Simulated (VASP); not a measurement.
Wanted: the native input for a VASP 6.6.1 run.

```
Task                               : single point
Functional                         : B3LYP
Potentials or basis                : VASP PAW PBE potentials, release 64 (Co)
Cutoff                             : 520 eV
k mesh                             : 6 × 6 × 4
Occupations                        : fermi-dirac, width 0.05 eV
Spin                               : collinear spin, ferromagnetic start
Starting moments                   : [2.0, 2.0] μB
Dipole correction                  : no
Grid for exact exchange (PRECFOCK) : Normal
Further INCAR settings             : ALGO = Normal; EDIFF = 1e-06; NBANDS = 20
Share of exact exchange            : 0.2
```

Co:

```
Co
1.0
     2.50011    0.00000    0.00000
    -1.25005    2.16516    0.00000
     0.00000    0.00000    4.03986
Co
2
Direct
  0.66667 0.33333 0.75000
  0.33333 0.66667 0.25000
```

These files were run (other wordings do the same):

POSCAR

```
Co
1.0
    2.5001061414      0.0000000000      0.0000000000
   -1.2500530707      2.1651554306      0.0000000000
    0.0000000000      0.0000000000      4.0398583879
Co
2
Direct
    0.6666666667      0.3333333333      0.7500000000
    0.3333333333      0.6666666667      0.2500000000
```

INCAR.step1

```
PREC = Accurate ; ENCUT = 520
EDIFF = 1E-5 ; ISMEAR = -1
SIGMA = 0.05 ; LREAL = False
LASPH = True ; NELM = 150
ALGO = Normal ; ISIF = 2
LWAVE = True ; ISPIN = 2
MAGMOM = 2 2 ; LORBIT = 11
LMAXMIX = 4 ; GGA = PE
NBANDS = 20
```

INCAR.step2

```
PREC = Accurate ; ENCUT = 520
EDIFF = 1E-6 ; ISMEAR = -1
SIGMA = 0.05 ; LREAL = False
LASPH = True ; NELM = 150
ALGO = Normal ; ISIF = 2
LWAVE = False ; LCHARG = True
ISPIN = 2 ; MAGMOM = 2 2
LORBIT = 11 ; LMAXMIX = 4
GGA = B3 ; LHFCALC = True
AEXX = 0.2 ; AGGAX = 0.72
AGGAC = 0.81 ; ALDAC = 0.19
PRECFOCK = Normal ; LELF = True
LVHAR = True ; ISTART = 1
NBANDS = 20
```

KPOINTS

```
Automatic mesh
0
Gamma
  6 6 4
```

Potentials or basis: VASP PAW PBE potentials, release 64 (Co).

Launch:

```sh
$ cat potpaw_PBE.64/Co/POTCAR > POTCAR
$ cp INCAR.step1 INCAR
$ mpirun -np 1 vasp_std > vasp.out
$ cp INCAR.step2 INCAR
$ mpirun -np 1 vasp_std > vasp.out
```

It gave:

```
Pressure                                              : 0.0 GPa
Net moment                                            : 3.35 μB per cell
Site moments                                          : Co +1.73 μB
Valence electrons inside the program's atomic spheres : Co 8.31
```

Caveat: the k points lie up to 0.48 Å⁻¹ apart; the PAW data sets were made with another functional, which shifts forces and pressure a little.

Wall time 2.3 h on 1 thread of Oxide Virtual Turin-like Processor, with other jobs on the host, peak memory 0.13 GiB.
